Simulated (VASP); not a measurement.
# Pd (Fm-3m) in VASP: notebook

The runs below take Pd through single point, with PBE0, BLYP, pbe exchange, pbesol correlation, r2SCAN.

All numbers are computed with VASP 6.6.1; they aren't measurements. Logs are shortened: lines on timing, memory, paths and dates and some standing lists are left out, and cuts for length are marked.

### 1 The cell of the first run

Symmetry: Fm-3m, No. 225, cubic system. Conventional cell: a = 3.944 Å, b = 3.944 Å, c = 3.944 Å, α = 90.00°, β = 90.00°, γ = 90.00°. Pd (site symmetry m-3m) has 12 Pd at 2.79 Å within 3.7 Å.

### 2 Single point, PBE0

Contents of POSCAR:

```
Pd
1.0
    0.0000000000      1.9721147795      1.9721147795
    1.9721147795      0.0000000000      1.9721147795
    1.9721147795      1.9721147795      0.0000000000
Pd
1
Direct
    0.0000000000      0.0000000000      0.0000000000
```

Contents of INCAR.step1:

```
ALGO = Normal
EDIFF = 1E-5
ENCUT = 520
GGA = PE
ISIF = 2
ISMEAR = -1
LASPH = T
LREAL = F
LWAVE = T
NBANDS = 11
NELM = 100
PREC = Accurate
SIGMA = 0.05
```

Contents of INCAR.step2:

```
AEXX = 0.25
ALGO = Normal
EDIFF = 1E-6
ENCUT = 520
GGA = PE
ISIF = 2
ISMEAR = -1
ISTART = 1
LASPH = T
LCHARG = T
LELF = T
LHFCALC = T
LREAL = F
LVHAR = T
LWAVE = F
NBANDS = 11
NELM = 100
PREC = Accurate
PRECFOCK = Normal
SIGMA = 0.05
```

Contents of KPOINTS:

```
k-points
0
Gamma
  8 8 8
```

Potentials or basis: VASP PAW PBE potentials, release 64 (Pd).

Started as:

```bash
$ cat potpaw_PBE.64/Pd/POTCAR > POTCAR
$ cp INCAR.step1 INCAR
$ mpirun -np 1 vasp_std > vasp.out
$ cp INCAR.step2 INCAR
$ mpirun -np 1 vasp_std > vasp.out
```

OUTCAR:

```text
AEXX = 0.25
   EDIFF = 1E-6
   ENCUT = 520
   GGA = PE
   ISIF = 2
   ISMEAR = -1
   ISTART = 1
   LASPH = T
   LHFCALC = T
   LREAL = F
   NELM = 100
   PREC = Accurate
   PRECFOCK = Normal

 ion  position               nearest neighbor table
   1  0.000  0.000  0.000-

  LATTYP: Found a face centered cubic cell.
 ALAT       =     3.9442295590

  Lattice vectors:

 A1 = (   0.0000000000,   1.9721147795,   1.9721147795)
 A2 = (   1.9721147795,   0.0000000000,   1.9721147795)
 A3 = (   1.9721147795,   1.9721147795,   0.0000000000)

Analysis of symmetry for initial positions (statically):
=====================================================================
 Subroutine PRICEL returns:
 Original cell was already a primitive cell.

 Routine SETGRP: Setting up the symmetry group for a
 face centered cubic supercell.

 Subroutine GETGRP returns: Found 48 space group operations
 (whereof 48 operations were pure point group operations)
 out of a pool of 48 trial point group operations.

The static configuration has the point symmetry O_h .

Analysis of symmetry for dynamics (positions and initial velocities):
=====================================================================
 Subroutine PRICEL returns:
 Original cell was already a primitive cell.

 Routine SETGRP: Setting up the symmetry group for a
 face centered cubic supercell.

 Subroutine GETGRP returns: Found 48 space group operations
 (whereof 48 operations were pure point group operations)
 out of a pool of 48 trial point group operations.

The dynamic configuration has the point symmetry O_h .

 Subroutine INISYM returns: Found 48 space group operations
 (whereof 48 operations are pure point group operations),
 and found     1 'primitive' translations

----------------------------------------------------------------------------------------

                                     Primitive cell

  volume of cell :      15.3400

  direct lattice vectors                    reciprocal lattice vectors
     0.000000000  1.972114780  1.972114780    -0.253534939  0.253534939  0.253534939
     1.972114780  0.000000000  1.972114780     0.253534939 -0.253534939  0.253534939
     1.972114780  1.972114780  0.000000000     0.253534939  0.253534939 -0.253534939

  length of vectors
     2.788991468  2.788991468  2.788991468     0.439135396  0.439135396  0.439135396

  position of ions in fractional coordinates (direct lattice)
     0.000000000  0.000000000  0.000000000

  ion indices of the primitive-cell ions
   primitive index   ion index
                 1           1

----------------------------------------------------------------------------------------

 KPOINTS: k-points

Automatic generation of k-mesh.
 Grid dimensions read from file:
 generate k-points for:    8    8    8

 Generating k-lattice:

  Cartesian coordinates                     Fractional coordinates (reciprocal lattice)
    -0.031691867  0.031691867  0.031691867     0.125000000  0.000000000  0.000000000
     0.031691867 -0.031691867  0.031691867     0.000000000  0.125000000  0.000000000
     0.031691867  0.031691867 -0.031691867     0.000000000  0.000000000  0.125000000

  Length of vectors
     0.054891924  0.054891924  0.054891924

  Shift w.r.t. Gamma in fractional coordinates (k-lattice)
     0.000000000  0.000000000  0.000000000

 Subroutine IBZKPT returns following result:
 ===========================================

 Found     29 irreducible k-points:

 Following reciprocal coordinates:
            Coordinates               Weight
  0.000000  0.000000  0.000000      1.000000
  0.125000  0.000000  0.000000      8.000000
  0.250000  0.000000  0.000000      8.000000
  0.375000  0.000000  0.000000      8.000000
  0.500000  0.000000  0.000000      4.000000
  0.125000  0.125000  0.000000      6.000000
[... 16 lines left out ...]
  0.500000  0.250000  0.125000     48.000000
 -0.375000  0.250000  0.125000     24.000000
 [... further k-points ...]
   k-points           NKPTS =     29   k-points in BZ     NKDIM =    512   number of bands    NBANDS=     11
   number of dos      NEDOS =    301   number of ions     NIONS =      1
   total plane-waves  NPLWV =  13824
   dimension x,y,z NGX =    24 NGY =   24 NGZ =   24
   dimension x,y,z NGXF=    48 NGYF=   48 NGZF=   48
   ions per type =               1
   NGX,Y,Z   is equivalent  to a cutoff of  14.31, 14.31, 14.31 a.u.
   NGXF,Y,Z  is equivalent  to a cutoff of  28.61, 28.61, 28.61 a.u.
 SYSTEM =  unknown system
   PREC   = accura    normal or accurate (medium, high low for compatibility)
   ISTART =      1    job   : 0-new  1-cont  2-samecut
   ICHARG =      0    charge: 1-file 2-atom 10-const
   ISPIN  =      1    spin polarized calculation?
   LNONCOLLINEAR =      F non collinear calculations
   LSORBIT =      F    spin-orbit coupling
   LASPH  =      T    aspherical Exc in radial PAW
   ENCUT  =  520.0 eV  38.22 Ry    6.18 a.u.   5.19  5.19  5.19*2*pi/ulx,y,z
   NELM   =    100;   NELMIN=  2; NELMDL=  0     # of ELM steps
   EDIFF  = 0.1E-05   stopping-criterion for ELM
   LREAL  =      F    real-space projection
   EDIFFG = 0.1E-04   stopping-criterion for IOM
   NSW    =      0    number of steps for IOM
   IBRION =     -1    ionic relax: 0-MD 1-quasi-New 2-CG
   NFREE  =      0    steps in history (QN), initial steepest desc. (CG)
   ISIF   =      2    stress and relaxation
   ISYM   =      3    0-nonsym 1-usesym 2-fastsym
   POTIM  = 0.5000    time-step for ionic-motion
   TEBEG  =    0.0;   TEEND  =   0.0 temperature during run
   PSTRESS=    0.0 pullay stress
   NELECT =      10.0000    total number of electrons
   NUPDOWN=      -1.0000    fix difference up-down
   EMIN   =  10.00;   EMAX   =-10.00  energy-range for DOS
   EFERMI =   0.00;   METHOD = LEGACY
   ISMEAR =    -1;   SIGMA  =   0.05  broadening in eV -4-tet -1-fermi 0-gaus
   EFERMI_NEDOS =   21; number of points for ismear=-14 and -15
   IALGO  =     38    algorithm
   IMIX   =      1    mixing-type and parameters
     AMIX     =   0.40;   BMIX     =  1.00
     AMIX_MAG =   1.60;   BMIX_MAG =  1.00
  volume/ion in A,a.u.               =      15.34       103.52
  Fermi-wavevector in a.u.,A,eV,Ry     =   1.419491  2.682449 27.415123  2.014955
  Thomas-Fermi vector in A             =   2.540506
   LORBIT       =      0    0 simple, 1 ext, 2 COOP (PROOUT), +10 PAW based schemes
   GGA     = PE    functional components
   LHFCALC =     T    Hartree Fock is set to
   PRECFOCK=normal    Normal, Fast or Accurate (Low or Medium for compatibility)
   ENCUT4O =  -1.0   cutoff for four orbital integrals eV
   NKREDX  =     1    reduce k-point grid by
   NKREDY  =     1    reduce k-point grid by
   NKREDZ  =     1    reduce k-point grid by
   AEXX    =    0.2500 exact exchange contribution
   HFSCREEN=    0.0000 screening length (either q_TF or 0.3 A-1)
   HFSCREENC=   0.0000 screening length for correlation (either q_TF or 0.3 A-1)
   ENCUTFOCK=  -1.0 apply spherical cutoff to Coloumb kernel
   IVDW    =     0    specifies the selected vdW correction
   LEPSILON=     F    determine dielectric tensor
   LRPA    =     F    only Hartree local field effects (RPA)
 non-spin polarized calculation
  energy-cutoff  :      520.00
  volume of cell :       15.34
 maximum number of plane-waves:       428
 NGX is ok and might be reduce to    24
  NGX = 16; NGY = 16; NGZ = 16

 number of electron      10.0000000 magnetization

 Free energy of the ion-electron system (eV)
  ---------------------------------------------------
  ext. energy  EPLUGINS =         0.00000000
  ---------------------------------------------------
  free energy    TOTEN  =        -6.50882722 eV

  energy without entropy =       -6.50747216  energy(sigma->0) =       -6.50814969

 E-fermi :   8.3212     XC(G=0): -10.1085

 val. band max:        8.1352226879   @ k =  -0.3750   0.3750   0.1250
 cond. band min:       8.5629714677   @ k =   0.5000   0.2500   0.0000
 fundamental gap:      0.4277487798
 Fermi energy:         8.3211722978

 k-point     1 :       0.0000    0.0000    0.0000
  band No.  band energies     occupation
      1       0.9118      2.00000
      2       4.9261      2.00000
      3       4.9261      2.00000
      4       4.9261      2.00000
      5       6.4361      2.00000
      6       6.4361      2.00000
      7      27.5229      0.00000
      8      32.2797      0.00000
      9      32.2797      0.00000
     10      32.2797      0.00000
     11      37.2180      0.00000

 k-point     2 :       0.1250    0.0000    0.0000
  band No.  band energies     occupation
      1       1.5163      2.00000
      2       4.7832      2.00000
      3       5.1103      2.00000
      4       5.1103      2.00000
      5       6.3932      2.00000
      6       6.3932      2.00000
      7      27.9218      0.00000
      8      29.5157      0.00000
      9      32.8783      0.00000
     10      32.8783      0.00000
     11      37.4066      0.00000

 k-point     3 :       0.2500    0.0000    0.0000
  band No.  band energies     occupation
      1       2.5892      2.00000
      2       5.1805      2.00000
      3       5.1805      2.00000
      4       5.2562      2.00000
      5       6.7673      2.00000
      6       6.7673      2.00000
      7      24.6655      0.00000
      8      28.5171      0.00000
      9      33.8806      0.00000
     10      33.8806      0.00000
     11      36.1978      0.00000
[... 267 lines left out ...]
 k-point    23 :       0.5000    0.2500    0.1250
  band No.  band energies     occupation
      1       3.5017      2.00000
      2       4.2640      2.00000
      3       4.8630      2.00000
      4       6.0438      2.00000
      5       7.4421      2.00000
      6      11.9495      0.00000
      7      20.7692      0.00000
      8      25.2843      0.00000
      9      27.5136      0.00000
     10      32.4094      0.00000
     11      36.1298      0.00000

 k-point    24 :      -0.3750    0.2500    0.1250
  band No.  band energies     occupation
      1       3.4332      2.00000
      2       4.0396      2.00000
      3       5.4598      2.00000
      4       5.7561      2.00000
      5       7.8312      1.99989
      6      14.5546      0.00000
      7      17.3681      0.00000
      8      25.7811      0.00000
      9      26.1688      0.00000
     10      31.4862      0.00000
     11      37.1666      0.00000

 [... further k-points ...]

------------------------ aborting loop because EDIFF is reached ----------------------------------------

  FORCE on cell =-STRESS in cart. coord.  units (eV):
  Direction    XX          YY          ZZ          XY          YZ          ZX
  --------------------------------------------------------------------------------------
  -------------------------------------------------------------------------------------
  Total       -0.3733339     -0.3733339     -0.3733339      0.0000000      0.0000000      0.0000000
  in kB      -38.9925367    -38.9925367    -38.9925367      0.0000000      0.0000000      0.0000000
  external PRESSURE =     -38.9925367 kB  Pullay stress =       0.0000000 kB

 VOLUME and BASIS-vectors are now :
 -----------------------------------------------------------------------------
  energy-cutoff  :      520.00
  volume of cell :       15.34
      direct lattice vectors                 reciprocal lattice vectors
     0.000000000  1.972114780  1.972114780    -0.253534939  0.253534939  0.253534939
     1.972114780  0.000000000  1.972114780     0.253534939 -0.253534939  0.253534939
     1.972114780  1.972114780  0.000000000     0.253534939  0.253534939 -0.253534939

 POSITION                                       TOTAL-FORCE (eV/Angst)
 -----------------------------------------------------------------------------------
      0.00000      0.00000      0.00000        -0.000000      0.000000      0.000000
 -----------------------------------------------------------------------------------
    total drift:                               -0.000000     -0.000000      0.000000

  FREE ENERGIE OF THE ION-ELECTRON SYSTEM (eV)
  ---------------------------------------------------
  free  energy   TOTEN  =        -6.5088272167 eV

  energy  without entropy=       -6.5074721567  energy(sigma->0) =       -6.50814969
```

Wall time 10 min (1 thread of Intel Xeon 6975P-C (Granite Rapids), shared host); peak memory 0.16 GiB.

Results:

```
Free energy            : -6.5088 eV
Pressure               : -3.9 GPa
Band gap on the k mesh : zero (bands 5 and 6 overlap by 2.64 eV)
```

Caveat: the cell stands under tension; the PAW data sets were made with another functional, which shifts forces and pressure a little.

(Part 1 of 3 ends here.)
